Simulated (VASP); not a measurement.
Input of a VASP 6.6.1 run:

The input INCAR:

```
SYSTEM = Ru
ALGO = Normal
EDIFF = 1E-6
ENCUT = 560
GGA = PE
GGA_COMPAT = .False.
ISIF = 2
ISMEAR = 0
LASPH = .True.
LCHARG = .False.
LREAL = .False.
LWAVE = .False.
NBANDS = 14
NELM = 120
PREC = Accurate
SIGMA = 0.1
```

File KPOINTS:

```
k-points
0
Gamma
  9 9 8
  0 0 0
```

The input POSCAR:

```
Ru
1.0
    2.5723315739      0.0000000000      0.0000000000
   -1.2861657869      2.2277044899      0.0000000000
    0.0000000000      0.0000000000      2.4035223143
Ru
1
Direct
    0.0000000000      0.0000000000      0.0000000000
```

Potentials or basis: VASP PAW PBE potentials, release 64 (Ru_sv).

Command:

```console
$ cat potpaw_PBE.64/Ru_sv/POTCAR > POTCAR
$ mpirun -np 1 vasp_std > vasp.out
```

Task: What does it give for the pressure?

Result: 25.7 GPa.

Task: What does it give for the band gap on the k mesh?

Result: Zero (bands 8 and 9 overlap by 3.72 eV).

Stress tensor (GPa, compression positive):
```
26.48  0.00  0.00
 0.00 26.48  0.00
 0.00  0.00 24.21
```

Caveat: the cell stands under pressure.
